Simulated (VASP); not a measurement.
A run of VASP 6.6.1:

The input INCAR:

```
SYSTEM = Mg13Zn3O16
ALGO = Normal
EDIFF = 1E-6
ENCUT = 520
GGA = PS
ISIF = 2
ISMEAR = -1
ISYM = 0
LASPH = .True.
LCHARG = .True.
LELF = .True.
LREAL = Auto
LVHAR = .True.
LWAVE = .False.
NBANDS = 196
NELM = 60
PREC = Accurate
SIGMA = 0.05
```

The input KPOINTS:

```
Automatic mesh
0
Gamma
  1 1 1
  0.25 0.25 0.25
```

Contents of POSCAR:

```
Mg13Zn3O16
1.0
    8.4486085052      0.0000000000      0.0000000000
    0.0000000000      8.4486085052      0.0000000000
    0.0000000000      0.0000000000      8.4486085052
O Mg Zn
32 26 6
Direct
    0.2494330000      0.0027310000      0.0008870000
    0.2495560000      0.0001320000      0.4997680000
    0.2493570000      0.4978670000      0.0006480000
    0.2496230000      0.5005250000      0.4996590000
    0.7495300000      0.9977060000      0.9984360000
    0.7500120000      0.0002060000      0.5025590000
    0.7498660000      0.5032800000      0.0008790000
    0.7499880000      0.5005710000      0.4996930000
    0.0016500000      0.2501990000      0.9980160000
    0.9998350000      0.2503310000      0.5031190000
    0.9969940000      0.7503680000      0.9979040000
    0.9996150000      0.7506210000      0.5031390000
    0.4973110000      0.2500460000      0.0001040000
    0.5000270000      0.2500710000      0.5002220000
    0.5019620000      0.7504010000      0.9980020000
    0.5000910000      0.7505010000      0.5030460000
    0.0020030000      0.0004710000      0.2502370000
    0.9997490000      0.0004110000      0.7509080000
    0.9999220000      0.5002880000      0.2500580000
    0.9996850000      0.5003010000      0.7507410000
    0.4973210000      0.0026390000      0.2500610000
    0.4995090000      0.0003390000      0.7507370000
    0.4996620000      0.4973490000      0.2497950000
    0.4996710000      0.5002130000      0.7506910000
    0.2526670000      0.2505100000      0.2505480000
    0.2497980000      0.2503430000      0.7500780000
    0.2500080000      0.7502220000      0.2524050000
    0.2496270000      0.7501910000      0.7474570000
    0.7478920000      0.2525090000      0.2523750000
    0.7494980000      0.2504380000      0.7474460000
    0.7494410000      0.7480060000      0.2506240000
    0.7496080000      0.7502530000      0.7501920000
    0.9990670000      0.0004410000      0.0014600000
    0.9995290000      0.0003210000      0.4996660000
    0.9995810000      0.5004170000      0.0008490000
    0.9997460000      0.5004100000      0.4999970000
    0.4998840000      0.9999250000      0.0010270000
    0.4999230000      0.0000790000      0.4998130000
    0.4995990000      0.5006260000      0.0006510000
    0.4998690000      0.5003680000      0.4999400000
    0.2494690000      0.2502140000      0.0006480000
    0.2497230000      0.2502410000      0.4999090000
    0.2496610000      0.7504170000      0.4998360000
    0.7501240000      0.2501000000      0.4996600000
    0.7496510000      0.7506730000      0.0013010000
    0.7498110000      0.7506030000      0.4997070000
    0.2496120000      0.9996460000      0.2499240000
    0.2495380000      0.0002270000      0.7505950000
    0.2497300000      0.5007980000      0.2498490000
    0.2495980000      0.5004000000      0.7504900000
    0.7497120000      0.0003850000      0.7506920000
    0.7500810000      0.5000900000      0.2499270000
    0.7497570000      0.5004350000      0.7505120000
    0.9995350000      0.2502310000      0.7506600000
    0.9996170000      0.7504790000      0.7506860000
    0.5002950000      0.2499570000      0.2498900000
    0.4998230000      0.2501590000      0.7504650000
    0.4997010000      0.7503900000      0.7505860000
    0.2494320000      0.7504740000      0.9996000000
    0.7494010000      0.2506800000      0.9997890000
    0.7494520000      0.0005720000      0.2505020000
    0.0006110000      0.2505370000      0.2505430000
    0.9996710000      0.7501540000      0.2505990000
    0.4997260000      0.7498110000      0.2505560000
```

Potentials or basis: VASP PAW PBE potentials, release 64 (O, Mg, Zn).

Launch:

```bash
$ cat potpaw_PBE.64/O/POTCAR potpaw_PBE.64/Mg/POTCAR potpaw_PBE.64/Zn/POTCAR > POTCAR
$ mpirun -np 1 vasp_std > vasp.out
```

Hardware: 1 thread of Intel Xeon 8259CL (shared host).

**Question.** How long does it take, and how much memory?

**Answer.** It took 28 min on 1 thread of Intel Xeon 8259CL (shared host), peak memory 0.75 GiB. Counts: scf iterations 18, k points 4.
